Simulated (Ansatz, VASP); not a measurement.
**Nb: VASP beside Ansatz**

```
CELL_PARAMETERS angstrom
0.00000 2.00925 2.06212
2.00925 0.00000 2.06212
2.00925 2.00925 0.00000
ATOMIC_POSITIONS crystal
Nb 0.00000 0.00000 0.00000
```

Change from the starting cell: strain -0.050 along x and y, -0.025 along z, atoms carried along.

Alike in both runs: task single point; functional PBEsol; k mesh 20 × 20 × 20; occupations gaussian, width 0.15 eV; no spin polarisation.

|  | VASP | Ansatz |
| --- | --- | --- |
| version | VASP 6.6.1 | Ansatz 0.2.0 |
| potentials or method | VASP PAW PBE potentials, release 64 (Nb_sv), cutoff 500 eV | scalar-relativistic, plane waves, PAW |
| valence electrons in the cell | 13 | 13 |

```tsv
	VASP	Ansatz	Ansatz less VASP
gap on the k mesh at the Fermi level (eV)	none	none	-
pressure (GPa)	16.8	17.2	+0.40
traceless stress, the component that is largest in VASP (GPa)	6.07	6.07	+0.007
```

VASP's potentials were made for PBE, not for PBEsol. A gap of «none» marks a metal or a gap that the smearing closes. The functional is the same, so the differences come from potentials, cutoffs and numerics.
